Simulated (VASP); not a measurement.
A run of VASP 6.6.1 is set up as follows.

Contents of INCAR:

```
SYSTEM = NaW16
ALGO = Normal
EDIFF = 1E-7
ENCUT = 520
GGA = PE
ISIF = 2
ISMEAR = 0
IVDW = 12
LASPH = .TRUE.
LCHARG = .TRUE.
LELF = .TRUE.
LREAL = Auto
LVHAR = .TRUE.
LWAVE = .FALSE.
NBANDS = 130
NELM = 100
PREC = Accurate
SIGMA = 0.15
```

File KPOINTS:

```
k-points
0
G
  1 1 1
  0 0 0
```

POSCAR

```
NaW16
1.0
    6.3200000000      0.0000000000      0.0000000000
    0.0000000000      6.3200000000      0.0000000000
    0.0000000000      0.0000000000      6.3200000000
W Na
16 1
Direct
   -0.0154175633     -0.0333202532      0.1008123418
    0.3541723101      0.1226607595     -0.0953922468
   -0.0391590190      0.4633368671      0.0654503165
    0.0919727848      0.0128612342      0.5715087025
    0.2443832278      0.2650705696      0.3052734177
    0.5803212025      0.5264813291     -0.0683113924
    0.4971699367     -0.0667560127      0.5441477848
    0.6251772152      0.1480063291      0.1881164557
    0.0995612342      0.6525981013      0.4239224684
    0.3614895570      0.8089840190      0.1800435127
    0.1184373418      0.3709947785      0.7197210443
    0.4707026899      0.4850337025      0.5465800633
    0.7320156646      0.7146545886      0.2923530063
    0.7387240506      0.1631487342      0.7954813291
    0.2399148734      0.7275099684      0.8260710443
    0.8327175633      0.7549381329      0.7170969937
    0.8240259494      0.3216004747      0.4470851266
```

Potentials or basis: VASP PAW PBE potentials, release 64 (W_sv, Na_pv).

The run is started by

```bash
$ cat potpaw_PBE.64/W_sv/POTCAR potpaw_PBE.64/Na_pv/POTCAR > POTCAR
$ mpirun -np 1 vasp_gam > vasp.out
```

Question: Predict the pressure.

Answer: 40.6 GPa.

Question: Estimate the dispersion energy per atom.

Answer: -0.715 eV.

Question: Predict the band gap on the k mesh.

Answer: Zero (an odd number of electrons rules out a gap without spin polarisation).

Question: What does it give for the largest force?

Answer: 0.954 eV/Å.

Stress tensor (GPa, compression positive):
```
48.50  1.21  2.80
 1.21 27.43 -4.43
 2.80 -4.43 45.89
```

Caveat: the k points lie up to 0.99 Å⁻¹ apart, too coarse for converged energies and pressures of a metal; spin-orbit coupling is left out, which moves the levels of the heavy elements.
